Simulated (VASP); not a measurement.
A run of VASP 6.6.1 is set up as follows.

Contents of INCAR:

```
SYSTEM = HgTe
  ALGO = Normal
  EDIFF = 1E-6
  ENCUT = 500
  GGA = PE
  GGA_COMPAT = .False.
  ISIF = 2
  ISMEAR = -1
  LASPH = .True.
  LCHARG = .False.
  LREAL = .False.
  LWAVE = .False.
  NBANDS = 16
  NELM = 120
  PREC = Accurate
  SIGMA = 0.03
```

The input KPOINTS:

```
k-points
0
Gamma
  11 11 11
  0 0 0
```

The input POSCAR:

```
HgTe
1.0
    0.0000000000      3.2235000000      3.1590300000
    3.2235000000      0.0000000000      3.1590300000
    3.2235000000      3.2235000000      0.0000000000
Hg Te
1 1
Direct
    0.0000000000      0.0000000000      0.0000000000
    0.7500000000      0.7500000000      0.7500000000
```

Potentials or basis: VASP PAW PBE potentials, release 64 (Hg, Te).

Launch:

```bash
$ cat potpaw_PBE.64/Hg/POTCAR potpaw_PBE.64/Te/POTCAR > POTCAR
$ mpirun -np 1 vasp_std > vasp.out
```

Predict the band gap on the k mesh.

0.07 eV.

Estimate the pressure.

5.3 GPa.

Stress tensor (GPa, compression positive):
```
5.22 0.00 0.00
0.00 5.22 0.00
0.00 0.00 5.42
```

Caveat: the cell differs from its parent crystal (zz strain of -2 %); the cell stands under pressure; spin-orbit coupling is left out, which moves the levels of the heavy elements; an odd mesh through Γ misses points on the zone boundary, where band edges can lie.
